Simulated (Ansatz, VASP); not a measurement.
**Al3Cu in VASP and in Ansatz**

The input INCAR:

```
SYSTEM = Al3Cu
PREC = Accurate
ENCUT = 520
EDIFF = 1E-6
ISMEAR = 0
SIGMA = 0.1
LREAL = .False.
LASPH = .True.
NELM = 80
ALGO = Fast
ISIF = 2
LWAVE = .False.
LCHARG = .False.
GGA = PS
NBANDS = 18
```

The input KPOINTS:

```
regular mesh
0
Gamma
  12 12 12
  0 0 0
```

Contents of POSCAR:

```
Al3Cu
1.0
    3.7933198057      0.0000000000      0.0000000000
    0.0000000000      3.7933198057      0.0000000000
    0.0000000000      0.0000000000      3.7933198057
Al Cu
3 1
Direct
    0.0000000000      0.5000000000      0.5000000000
    0.5000000000      0.0000000000      0.5000000000
    0.5000000000      0.5000000000      0.0000000000
    0.0000000000      0.0000000000      0.0000000000
```

Input for Ansatz:

```yaml
crystal:
  lattice:
    - [3.7933198057, 0.0, 0.0]
    - [0.0, 3.7933198057, 0.0]
    - [0.0, 0.0, 3.7933198057]
  atoms:
    - { symbol: Al, position: [0.0, 0.5, 0.5] }
    - { symbol: Al, position: [0.5, 0.0, 0.5] }
    - { symbol: Al, position: [0.5, 0.5, 0.0] }
    - { symbol: Cu, position: [0.0, 0.0, 0.0] }
basis:
  ecutwfc: 420
kpoints:
  mp_grid: { grid: [12, 12, 12] }
hamiltonian:
  xc: pbesol
scf:
  occupations: { method: gaussian, width: 0.1 }
output:
  forces: true
  stress: true
  eigenvalues: true
```

Alike in both runs: task single point; functional PBEsol; k mesh 12 × 12 × 12; occupations gaussian, width 0.1 eV; no spin polarisation.

|  | VASP | Ansatz |
| --- | --- | --- |
| version | VASP 6.6.1 | Ansatz 0.2.0 |
| potentials or method | VASP PAW PBE potentials, release 64 (Al, Cu), cutoff 520 eV | scalar-relativistic, plane waves, PAW |
| valence electrons in the cell | 20 | 28 |

VASP gave:

- gap on the k mesh at the Fermi level (eV): none
- pressure (GPa): 9.3

Question: What did Ansatz give for the same quantities?

Answer: gap on the k mesh at the Fermi level (eV): none; pressure (GPa): 9.2.

VASP's potentials were made for PBE, not for PBEsol. A gap of «none» marks a metal or a gap that the smearing closes. With one functional, cell and mesh, what is left measures potentials, basis and numerics. VASP's potentials hold 20 valence electrons a cell and Ansatz's 28, so a difference there can come from the potentials and not from the codes.
